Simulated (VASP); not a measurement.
Set up this calculation in VASP 6.6.1, as the native input.

```yaml
Task: single point
Functional: PBEsol
Potentials_or_basis: VASP PAW PBE potentials, release 64 (O, Ti_sv, Sr_sv)
Cutoff: 520 eV
k_mesh: 1 × 1 × 1
Occupations: gaussian, width 0.05 eV
Spin: no spin polarisation
Dipole_correction: yes
Further_INCAR_settings: LREAL = Auto; ALGO = Normal; EDIFF = 1e-06; NBANDS = 123
```

The structure of Sr2Ti3O8 lies in POSCAR:

```
Sr2Ti3O8
1.0
    5.5043380451      0.0000000000      0.0000000000
    0.0344432879      5.5042302799      0.0000000000
    0.0000000000      0.0000000000     23.1424098445
O Ti Sr
16 6 4
Direct
    0.7500000000      0.2500000000      0.3240803378
    0.2500000000      0.2500000000      0.3323442488
    0.7500000000      0.7500000000      0.3323442488
    0.2500000000      0.7500000000      0.3406081599
    0.5246454743      0.4753545257      0.4161721244
    0.9753545257      0.0246454743      0.4161721244
    0.2500000000      0.7500000000      0.4917360890
    0.7500000000      0.7500000000      0.5000000000
    0.2500000000      0.2500000000      0.5000000000
    0.7500000000      0.2500000000      0.5082639110
    0.0246454743      0.9753545257      0.5838278756
    0.4753545257      0.5246454743      0.5838278756
    0.7500000000      0.2500000000      0.6593918401
    0.2500000000      0.2500000000      0.6676557512
    0.7500000000      0.7500000000      0.6676557512
    0.2500000000      0.7500000000      0.6759196622
    0.5000000000      0.5000000000      0.3323442488
    0.0000000000      0.0000000000      0.3323442488
    0.0000000000      0.0000000000      0.5000000000
    0.5000000000      0.5000000000      0.5000000000
    0.5000000000      0.5000000000      0.6676557512
    0.0000000000      0.0000000000      0.6676557512
    0.0000000000      0.5000000000      0.4161721244
    0.5000000000      0.0000000000      0.4161721244
    0.5000000000      0.0000000000      0.5838278756
    0.0000000000      0.5000000000      0.5838278756
```

The input as run:

INCAR

```
SYSTEM = Sr2Ti3O8
ALGO     = Normal         ! electronic algorithm
DIPOL    = 0.5 0.5 0.500
EDIFF    = 1E-6           ! SCF threshold, eV
ENCUT    = 520            ! plane-wave cutoff, eV
GGA      = PS             ! functional
IDIPOL   = 3            
ISIF     = 2              ! what is computed and relaxed
ISMEAR   = 0              ! smearing method
LASPH    = .True.         ! aspherical terms in the spheres
LCHARG   = .False.        ! write CHGCAR
LDIPOL   = .True.       
LREAL    = Auto         
LWAVE    = .False.        ! write WAVECAR
NBANDS   = 123            ! bands
NELM     = 100            ! most SCF steps
PREC     = Accurate       ! precision mode
SIGMA    = 0.05           ! smearing width, eV
```

KPOINTS

```
k-points
0
Gamma
  1 1 1
  0 0 0
```

Potentials or basis: VASP PAW PBE potentials, release 64 (O, Ti_sv, Sr_sv).

The run is started by

```bash
$ cat potpaw_PBE.64/O/POTCAR potpaw_PBE.64/Ti_sv/POTCAR potpaw_PBE.64/Sr_sv/POTCAR > POTCAR
$ mpirun -np 1 vasp_gam > vasp.out
```

Results of the run:

The largest force is 2.823 eV/Å.

Caveat: the k points lie up to 1.14 Å⁻¹ apart, too coarse for converged energies, forces and pressures; the PAW data sets were made with another functional, which shifts forces and pressure a little.

Run time: 5.7 min on 1 thread of Intel(R) Xeon(R) Platinum 8259CL CPU @ 2.50GHz (Skylake/Cascade Lake) (shared host), peak memory 0.65 GiB.
